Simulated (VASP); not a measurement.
# Si (P2_1/m) in VASP: single point with PBE+D3(BJ)

Aim: the single point of Si with PBE+D3(BJ).

All numbers are computed with VASP 6.6.1; they aren't measurements. Logs are shortened: lines on timing, memory, paths and dates and some standing lists are left out, and cuts for length are marked.

## Step 1: The cell of the first run

The structure is monoclinic, space group P2_1/m (No. 11). The conventional cell has a = 2.666 Å, b = 4.506 Å, c = 2.666 Å, α = 90.00°, β = 120.00°, γ = 90.00°. Within 3.4 Å of Si (site symmetry m) lie 12 Si at 2.60 to 2.89 Å.

## Step 2: Single point, PBE+D3(BJ) (atom 1 (Si) moved by (-0.300, +0.000) A along x and y)

INCAR reads:

```
SYSTEM = Si
ALGO = Normal
EDIFF = 1E-7
ENCUT = 520
GGA = PE
ISIF = 2
ISMEAR = 0
IVDW = 12
LASPH = .True.
LCHARG = .False.
LREAL = .False.
LWAVE = .False.
NBANDS = 11
NELM = 80
PREC = Accurate
SIGMA = 0.15
```

KPOINTS reads:

```
k-points
0
Gamma
  21 21 10
  0 0 0
```

POSCAR reads:

```
Si
1.0
    2.6655775094      0.0000000000      0.0000000000
   -1.3327887547      2.3084578389      0.0000000000
    0.0000000000      0.0000000000      4.5062692700
Si
2
Direct
    0.2207873657      0.6666666667      0.2500000000
    0.6666666667      0.3333333333      0.7500000000
```

Potentials or basis: VASP PAW PBE potentials, release 64 (Si).

Run with:

```
cat potpaw_PBE.64/Si/POTCAR > POTCAR
mpirun -np 1 vasp_std > vasp.out
```

OUTCAR:

```text
SYSTEM = Si
   EDIFF = 1E-7
   ENCUT = 520
   GGA = PE
   ISIF = 2
   ISMEAR = 0
   IVDW = 12
   LASPH = .True.
   LREAL = .False.
   NELM = 80
   PREC = Accurate
 IVDW          = 12

 ion  position               nearest neighbor table
   1  0.221  0.667  0.250-   2 2.60   2 2.60   2 2.75   2 2.75   2 2.89   2 2.89
   2  0.667  0.333  0.750-   1 2.60   1 2.60   1 2.75   1 2.75   1 2.89   1 2.89

  LATTYP: Found a hexagonal cell.
 ALAT       =     2.6655775094
 C/A-ratio  =     1.6905414508

  Lattice vectors:

 A1 = (   2.6655775094,   0.0000000000,   0.0000000000)
 A2 = (  -1.3327887547,   2.3084578389,   0.0000000000)
 A3 = (   0.0000000000,   0.0000000000,   4.5062692700)

Analysis of symmetry for initial positions (statically):
=====================================================================
 Subroutine PRICEL returns:
 Original cell was already a primitive cell.

 Routine SETGRP: Setting up the symmetry group for a
 hexagonal supercell.

 Subroutine GETGRP returns: Found  4 space group operations
 (whereof  1 operations were pure point group operations)
 out of a pool of 24 trial point group operations.

The static configuration has the point symmetry C_1 .
 The point group associated with its full space group is C_2h.

Analysis of symmetry for dynamics (positions and initial velocities):
=====================================================================
 Subroutine PRICEL returns:
 Original cell was already a primitive cell.

 Routine SETGRP: Setting up the symmetry group for a
 hexagonal supercell.

 Subroutine GETGRP returns: Found  4 space group operations
 (whereof  1 operations were pure point group operations)
 out of a pool of 24 trial point group operations.

The dynamic configuration has the point symmetry C_1 .
 The point group associated with its full space group is C_2h.

 Subroutine INISYM returns: Found  4 space group operations
 (whereof  1 operations are pure point group operations),
 and found     1 'primitive' translations

----------------------------------------------------------------------------------------

                                     Primitive cell

  volume of cell :      27.7288

  direct lattice vectors                    reciprocal lattice vectors
     2.665577509  0.000000000  0.000000000     0.375153225  0.216594816  0.000000000
    -1.332788755  2.308457839  0.000000000     0.000000000  0.433189631  0.000000000
     0.000000000  0.000000000  4.506269270     0.000000000  0.000000000  0.221913059

  length of vectors
     2.665577509  2.665577509  4.506269270     0.433189631  0.433189631  0.221913059

  position of ions in fractional coordinates (direct lattice)
     0.220787366  0.666666667  0.250000000
     0.666666667  0.333333333  0.750000000

  ion indices of the primitive-cell ions
   primitive index   ion index
                 1           1
                 2           2

----------------------------------------------------------------------------------------

 KPOINTS: k-points

Automatic generation of k-mesh.
 Grid dimensions read from file:
 generate k-points for:   21   21   10

 Generating k-lattice:

  Cartesian coordinates                     Fractional coordinates (reciprocal lattice)
     0.017864439  0.010314039  0.000000000     0.047619048  0.000000000  0.000000000
     0.000000000  0.020628078  0.000000000     0.000000000  0.047619048  0.000000000
     0.000000000  0.000000000  0.022191306     0.000000000  0.000000000  0.100000000

  Length of vectors
     0.020628078  0.020628078  0.022191306

  Shift w.r.t. Gamma in fractional coordinates (k-lattice)
     0.000000000  0.000000000  0.000000000

 Subroutine IBZKPT returns following result:
 ===========================================

 Found   1326 irreducible k-points:

 Following reciprocal coordinates:
            Coordinates               Weight
  0.000000  0.000000  0.000000      1.000000
  0.047619 -0.000000  0.000000      2.000000
  0.000000  0.047619  0.000000      2.000000
 -0.047619  0.047619  0.000000      2.000000
  0.095238  0.000000  0.000000      2.000000
  0.000000  0.095238  0.000000      2.000000
[... 16 lines left out ...]
  0.380952  0.000000  0.000000      2.000000
  0.000000  0.380952  0.000000      2.000000
 [... further k-points ...]
   k-points           NKPTS =   1326   k-points in BZ     NKDIM =   1326   number of bands    NBANDS=     11
   number of dos      NEDOS =    301   number of ions     NIONS =      2
   total plane-waves  NPLWV =  14400
   dimension x,y,z NGX =    20 NGY =   20 NGZ =   36
   dimension x,y,z NGXF=    40 NGYF=   40 NGZF=   72
   ions per type =               2
   NGX,Y,Z   is equivalent  to a cutoff of  12.47, 12.47, 13.28 a.u.
   NGXF,Y,Z  is equivalent  to a cutoff of  24.95, 24.95, 26.56 a.u.
 SYSTEM =  Si
   PREC   = accura    normal or accurate (medium, high low for compatibility)
   ISTART =      0    job   : 0-new  1-cont  2-samecut
   ICHARG =      2    charge: 1-file 2-atom 10-const
   ISPIN  =      1    spin polarized calculation?
   LNONCOLLINEAR =      F non collinear calculations
   LSORBIT =      F    spin-orbit coupling
   LASPH  =      T    aspherical Exc in radial PAW
   ENCUT  =  520.0 eV  38.22 Ry    6.18 a.u.   4.96  4.96  8.38*2*pi/ulx,y,z
   NELM   =     80;   NELMIN=  2; NELMDL= -5     # of ELM steps
   EDIFF  = 0.1E-06   stopping-criterion for ELM
   LREAL  =      F    real-space projection
   EDIFFG = 0.1E-05   stopping-criterion for IOM
   NSW    =      0    number of steps for IOM
   IBRION =     -1    ionic relax: 0-MD 1-quasi-New 2-CG
   NFREE  =      0    steps in history (QN), initial steepest desc. (CG)
   ISIF   =      2    stress and relaxation
   ISYM   =      2    0-nonsym 1-usesym 2-fastsym
   POTIM  = 0.5000    time-step for ionic-motion
   TEBEG  =    0.0;   TEEND  =   0.0 temperature during run
   PSTRESS=    0.0 pullay stress
   NELECT =       8.0000    total number of electrons
   NUPDOWN=      -1.0000    fix difference up-down
   EMIN   =  10.00;   EMAX   =-10.00  energy-range for DOS
   EFERMI =   0.00;   METHOD = LEGACY
   ISMEAR =     0;   SIGMA  =   0.15  broadening in eV -4-tet -1-fermi 0-gaus
   EFERMI_NEDOS =   21; number of points for ismear=-14 and -15
   IALGO  =     38    algorithm
   IMIX   =      4    mixing-type and parameters
     AMIX     =   0.40;   BMIX     =  1.00
     AMIX_MAG =   1.60;   BMIX_MAG =  1.00
  volume/ion in A,a.u.               =      13.86        93.56
  Fermi-wavevector in a.u.,A,eV,Ry     =   1.081753  2.044216 15.921389  1.170189
  Thomas-Fermi vector in A             =   2.217777
   LORBIT       =      0    0 simple, 1 ext, 2 COOP (PROOUT), +10 PAW based schemes
   GGA     = PE    functional components
   LHFCALC =     F    Hartree Fock is set to
   AEXX    =    0.0000 exact exchange contribution
   IVDW    =    12    specifies the selected vdW correction
   LEPSILON=     F    determine dielectric tensor
   LRPA    =     F    only Hartree local field effects (RPA)
 non-spin polarized calculation
 Gauss-broadening in eV      SIGMA  =   0.15
  energy-cutoff  :      520.00
  volume of cell :       27.73
 maximum number of plane-waves:       771
   NGX =  9   NGY =  9   NGZ = 17

 number of electron       8.0000001 magnetization

 Free energy of the ion-electron system (eV)
  ---------------------------------------------------
  ext. energy  EPLUGINS =         0.00000000
  ---------------------------------------------------
  free energy    TOTEN  =        -9.84868024 eV

  energy without entropy =       -9.83935695  energy(sigma->0) =       -9.84401860

 E-fermi :  10.7079     XC(G=0): -11.3635

 val. band max:       10.7048105580   @ k =   0.0000   0.3810   0.2000
 cond. band min:      10.7102481341   @ k =  -0.4762   0.2381   0.3000
 fundamental gap:      0.0054375761
 Fermi energy:        10.7079113704

 k-point     1 :       0.0000    0.0000    0.0000
  band No.  band energies     occupation
      1      -4.1201      2.00000
      2       2.5059      2.00000
      3       3.3465      2.00000
      4      19.4406      0.00000
      5      20.2269      0.00000
      6      20.6552      0.00000
      7      21.5863      0.00000
      8      21.6839      0.00000
      9      21.8756      0.00000
     10      22.9388      0.00000
     11      24.9964      0.00000

 k-point     2 :       0.0476   -0.0000    0.0000
  band No.  band energies     occupation
      1      -4.0581      2.00000
      2       2.5669      2.00000
      3       3.4051      2.00000
      4      18.5850      0.00000
      5      19.3973      0.00000
      6      20.7572      0.00000
      7      21.5168      0.00000
      8      21.6445      0.00000
      9      22.6662      0.00000
     10      23.2661      0.00000
     11      24.0790      0.00000

 k-point     3 :       0.0000    0.0476    0.0000
  band No.  band energies     occupation
      1      -4.0582      2.00000
      2       2.5669      2.00000
      3       3.4048      2.00000
      4      18.5484      0.00000
      5      19.4946      0.00000
      6      20.5668      0.00000
      7      21.6609      0.00000
      8      21.6634      0.00000
      9      22.6660      0.00000
     10      23.2108      0.00000
     11      24.2068      0.00000
[... 267 lines left out ...]
 k-point    23 :       0.3810    0.0000    0.0000
  band No.  band energies     occupation
      1      -0.1939      2.00000
      2       5.9317      2.00000
      3       6.5323      2.00000
      4       7.0840      2.00000
      5      12.3973      0.00000
      6      13.1249      0.00000
      7      14.9083      0.00000
      8      16.7841      0.00000
      9      20.1616      0.00000
     10      22.5749      0.00000
     11      23.2722      0.00000

 k-point    24 :       0.0000    0.3810    0.0000
  band No.  band energies     occupation
      1      -0.2034      2.00000
      2       5.9694      2.00000
      3       6.4960      2.00000
      4       7.0286      2.00000
      5      12.4127      0.00000
      6      13.3286      0.00000
      7      14.9906      0.00000
      8      16.5680      0.00000
      9      20.6374      0.00000
     10      22.7496      0.00000
     11      22.8746      0.00000

 [... further k-points ...]

------------------------ aborting loop because EDIFF is reached ----------------------------------------

 Edisp (eV)   -0.89584

 E8    (eV) :    -0.3663

  FORCE on cell =-STRESS in cart. coord.  units (eV):
  Direction    XX          YY          ZZ          XY          YZ          ZX
  --------------------------------------------------------------------------------------
  -------------------------------------------------------------------------------------
  Total      -0.35304    -0.39832    -0.05559    -0.03128     0.00000     0.00000
  in kB     -20.39891   -23.01521    -3.21195    -1.80716     0.00000     0.00000
  external pressure =      -15.54 kB  Pullay stress =        0.00 kB

 VOLUME and BASIS-vectors are now :
 -----------------------------------------------------------------------------
  energy-cutoff  :      520.00
  volume of cell :       27.73
      direct lattice vectors                 reciprocal lattice vectors
     2.665577509  0.000000000  0.000000000     0.375153225  0.216594816  0.000000000
    -1.332788755  2.308457839  0.000000000     0.000000000  0.433189631  0.000000000
     0.000000000  0.000000000  4.506269270     0.000000000  0.000000000  0.221913059

 POSITION                                       TOTAL-FORCE (eV/Angst)
 -----------------------------------------------------------------------------------
     -0.30000      1.53897      1.12657        -0.132737     -0.069705      0.000000
      1.33279      0.76949      3.37970         0.132737      0.069705      0.000000
 -----------------------------------------------------------------------------------
    total drift:                                0.000000     -0.000000      0.000000

  FREE ENERGIE OF THE ION-ELECTRON SYSTEM (eV)
  ---------------------------------------------------
  free  energy   TOTEN  =       -10.7445200847 eV

  energy  without entropy=      -10.7351967995  energy(sigma->0) =      -10.73985844
```

Wall time 2.6 min (1 thread of AMD EPYC 9R45 (Zen 5), shared host); peak memory 0.38 GiB.

Results:

| Item | Value |
| --- | --- |
| Free energy | -10.7445 eV |
| Pressure | -1.6 GPa |
| Largest force | 0.150 eV/Å |
| Band gap on the k mesh | zero (bands 4 and 5 overlap by 12.44 eV) |
| Dispersion energy per atom | -0.448 eV |

Forces on the atoms (eV/Å):
```
Si  -0.133 -0.070  0.000
Si   0.133  0.070  0.000
```

Levels at points of the mesh, in eV from the Fermi level:
```
           k point  band 1  band 2  band 3  band 4  band 5  band 6  band 7  band 8  band 9
(0.00, 0.00, 0.00)  -14.83   -8.20   -7.36    8.73    9.52    9.95   10.88   10.98   11.17
(0.00, 0.00, 0.50)  -13.05  -13.05    0.65    0.65   10.22   10.22   10.76   10.76   11.89
```

Caveat: the cell differs from its parent crystal (atom 1 (Si) moved by (-0.300, +0.000) A along x and y).
